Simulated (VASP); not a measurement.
Crystal: SrCl2.

```
Sr Cl
1.0
     0.00000    3.52061    3.52061
     3.52061    0.00000    3.52061
     3.52061    3.52061    0.00000
Sr Cl
1 2
Direct
  0.00000 0.00000 0.00000
  0.25000 0.25000 0.25000
  0.75000 0.75000 0.75000
```

Base run:

- Program: VASP 6.6.1
- Functional: PBE
- Potentials or basis: VASP PAW PBE potentials, release 64 (Sr_sv, Cl)
- Cutoff: 520 eV
- k mesh: 8 × 8 × 8
- Occupations: gaussian, width 0.05 eV
- Spin: no spin polarisation

Its results: band gap on the k mesh 5.23 eV, indirect (least direct gap 5.52 eV); pressure 0.1 GPa.

Task: The run is repeated on the same cell with these changes: functional from PBE to LDA; potentials or basis from VASP PAW PBE potentials, release 64 (Sr_sv, Cl) to VASP PAW LDA potentials, release 64 (Sr_sv, Cl). What comes out?

Result: Band gap on the k mesh 4.78 eV, indirect (least direct gap 5.12 eV); pressure -3.5 GPa.

A k mesh can miss the band edges.
